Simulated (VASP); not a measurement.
Crystal: Ge.

```
CELL_PARAMETERS angstrom
3.99759 0.00000 0.00000
-1.99879 3.46201 0.00000
0.00000 0.00000 6.59938
ATOMIC_POSITIONS crystal
Ge 0.33333 0.66667 0.93710
Ge 0.66667 0.33333 0.43710
Ge 0.33333 0.66667 0.56290
Ge 0.66667 0.33333 0.06290
```

| Item | Value |
| --- | --- |
| Program | VASP 6.6.1 |
| Task | relaxation of cell and atoms |
| Functional | BLYP |
| Dispersion | D3(BJ) |
| Potentials or basis | VASP PAW PBE potentials, release 64 (Ge_d) |
| Cutoff | 600 eV |
| k mesh | 8 × 8 × 4 |
| Occupations | fermi-dirac, width 0.05 eV |
| Spin | no spin polarisation |

At the start: pressure 1.8 GPa; volume 22.83 Å³/atom.

**Question.** How do energy, volume and symmetry change on relaxing?

**Answer.** Over 5 steps the energy falls by 3.9 meV/atom and the volume is 23.53 Å³/atom (+3.0 %); space group P6_3/mmc (No. 194, to 0.05 Å).

Step by step:
```
step  energy change (eV)  largest force (eV/Å)  pressure (GPa)  volume (Å³)
   1              0.0000                0.0388            1.80        91.33
   2             -0.0147                0.0177           -0.28        94.77
   3             -0.0155                0.0066           -0.06        94.19
   4             -0.0155                0.0044            0.05        94.09
   5             -0.0155                0.0054           -0.01        94.10
```

Final structure:
```cif
data_structure
_symmetry_space_group_name_H-M 'P 1'
_symmetry_Int_Tables_number 1
_cell_length_a 4.0364
_cell_length_b 4.0364
_cell_length_c 6.6692
_cell_angle_alpha 90.000
_cell_angle_beta 90.000
_cell_angle_gamma 120.000
_cell_volume 94.10
loop_
_atom_site_label
_atom_site_type_symbol
_atom_site_fract_x
_atom_site_fract_y
_atom_site_fract_z
_atom_site_occupancy
Ge1 Ge 0.33333 0.66667 0.93691 1
Ge2 Ge 0.66667 0.33333 0.43691 1
Ge3 Ge 0.33333 0.66667 0.56309 1
Ge4 Ge 0.66667 0.33333 0.06309 1
```

Caveat: the PAW data sets were made with another functional, which shifts forces and pressure a little.
